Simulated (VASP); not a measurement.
**Ge: relaxation of cell and atoms with revPBE+D3(BJ)**

Crystal: Ge.

```
CELL_PARAMETERS angstrom
1.48805 -2.59469 0.00000
1.48805 2.59469 0.00000
0.00000 0.00000 4.72760
ATOMIC_POSITIONS crystal
Ge 0.33345 0.66655 0.25000
Ge 0.66655 0.33345 0.75000
```

This isn't the form of Ge at room conditions, which is diamond.

```yaml
Program: VASP 6.6.1
Task: relaxation of cell and atoms
Functional: revPBE
Dispersion: D3(BJ)
Potentials_or_basis: VASP PAW PBE potentials, release 64 (Ge_d)
Cutoff: 600 eV
k_mesh: 10 × 10 × 6
Occupations: fermi-dirac, width 0.05 eV
Spin: no spin polarisation
Dipole_correction: no
Further_INCAR_settings: ALGO = Normal; EDIFF = 1e-06; IBRION = 2; EDIFFG = -0.01; NSW = 60; ISIF = 3
```

```
Relaxed volume                        : 18.04 Å³/atom
Relaxed cell                          : a = 2.962 Å, b = 2.962 Å, c = 4.795 Å, α = 90.00°, β = 90.00°, γ = 120.95°
Space group after relaxing (to 0.1 Å) : P6_3/mmc (No. 194)
Energy gained by relaxing             : 3.6 meV/atom
Ionic steps                           : 19
Pressure after relaxing               : 0.0 GPa
Largest force after relaxing          : 0.010 eV/Å
Band gap on the k mesh                : zero (bands 14 and 15 overlap by 9.32 eV)
Dispersion energy per atom            : -0.699 eV
```

Forces in eV/Å, atoms in the order of the input:
```
Ge   0.000 -0.010  0.000
Ge   0.000  0.010  0.000
```

Stress tensor (GPa, compression positive):
```
-0.04  0.00  0.00
 0.00  0.05  0.00
 0.00  0.00  0.05
```

Step by step:
```tsv
step	energy change (eV)	largest force (eV/Å)	pressure (GPa)	volume (Å³)
1	0.0000	0.0008	-0.70	36.51
2	-0.0050	0.0033	0.17	36.08
3	-0.0055	0.0070	0.95	35.67
4	-0.0059	0.0058	0.62	35.85
5	-0.0068	0.0076	-0.06	36.13
6	-0.0068	0.0077	0.22	36.07
7	-0.0068	0.0074	-0.04	36.09
8	-0.0068	0.0077	0.09	36.08
9	-0.0068	0.0077	0.06	36.07
10	-0.0070	0.0081	-0.15	36.12
11	-0.0070	0.0080	-0.08	36.13
12	-0.0070	0.0081	-0.11	36.14
13	-0.0071	0.0078	-0.18	36.16
14	-0.0072	0.0096	0.15	36.11
15	-0.0072	0.0107	-0.02	36.11
16	-0.0072	0.0095	-0.01	36.11
17	-0.0072	0.0090	-0.06	36.11
18	-0.0072	0.0093	0.07	36.09
19	-0.0072	0.0096	0.02	36.09
```

Final structure:
```yaml
crystal:
  lattice:
    - [1.45987, -2.57744, 0.00000]
    - [1.45987, 2.57744, 0.00000]
    - [0.00000, 0.00000, 4.79537]
  atoms:
    - { symbol: Ge, position: [0.33382, 0.66618, 0.25000] }
    - { symbol: Ge, position: [0.66618, 0.33382, 0.75000] }
```

Levels at points of the mesh, in eV from the Fermi level:
```csv
k point,band 11,band 12,band 13,band 14,band 15,band 16,band 17,band 18
"(0.00, 0.00, 0.00)",-13.52,-7.87,-5.77,6.93,7.29,8.93,9.29,9.73
"(0.50, 0.00, 0.00)",-8.33,-7.09,-2.44,-1.57,-0.91,1.36,2.60,6.53
"(0.50, 0.50, 0.00)",-8.54,-7.22,-2.56,-1.64,-1.09,1.24,3.06,6.96
"(0.00, 0.00, 0.50)",-11.89,-11.89,1.39,1.39,8.04,8.04,8.38,8.38
"(0.50, 0.00, 0.50)",-6.91,-6.91,-5.04,-5.04,4.21,4.21,4.92,4.92
"(0.50, 0.50, 0.50)",-7.13,-7.13,-5.12,-5.12,4.66,4.66,4.93,4.93
```

Run time: 13 min on 1 thread of Intel Xeon 8259CL (shared host), peak memory 0.24 GiB.

Caveat: the PAW data sets were made with another functional, which shifts forces and pressure a little.
